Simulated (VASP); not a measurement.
Input of a VASP 6.6.1 run:

Contents of INCAR:

```
ALGO     = Normal         # electronic algorithm
EDIFF    = 1E-6           # SCF threshold, eV
ENCUT    = 520            # plane-wave cutoff, eV
GGA      = PE             # functional
ISIF     = 2              # what is computed and relaxed
ISMEAR   = -1             # smearing method
LASPH    = T              # aspherical terms in the spheres
LCHARG   = F              # write CHGCAR
LREAL    = F              # projectors in reciprocal space
LWAVE    = F              # write WAVECAR
NBANDS   = 11             # bands
NELM     = 80             # most SCF steps
PREC     = Accurate       # precision mode
SIGMA    = 0.02           # smearing width, eV
```

Contents of KPOINTS:

```
k-points
0
Gamma
  10 10 10
```

Contents of POSCAR:

```
BAs
1.0
    0.0000000000      2.3918676041      2.2961928999
    2.3918676041      0.0000000000      2.2961928999
    2.3918676041      2.3918676041      0.0000000000
B As
1 1
Direct
    0.0000000000      0.0000000000      0.0000000000
    0.2500000000      0.2500000000      0.2500000000
```

Potentials or basis: VASP PAW PBE potentials, release 64 (B, As).

Launch:

```bash
$ cat potpaw_PBE.64/B/POTCAR potpaw_PBE.64/As/POTCAR > POTCAR
$ mpirun -np 1 vasp_std > vasp.out
```

Q: Predict the pressure.

A: 9.1 GPa.

Q: Estimate the band gap on the k mesh.

A: 0.52 eV, indirect (least direct gap 2.90 eV).

Stress tensor (GPa, compression positive):
```
 6.44  0.00  0.00
 0.00  6.44  0.00
 0.00  0.00 14.55
```

Caveat: the cell differs from its parent crystal (uniaxial z strain -4.0%). A k mesh can miss the band edges.
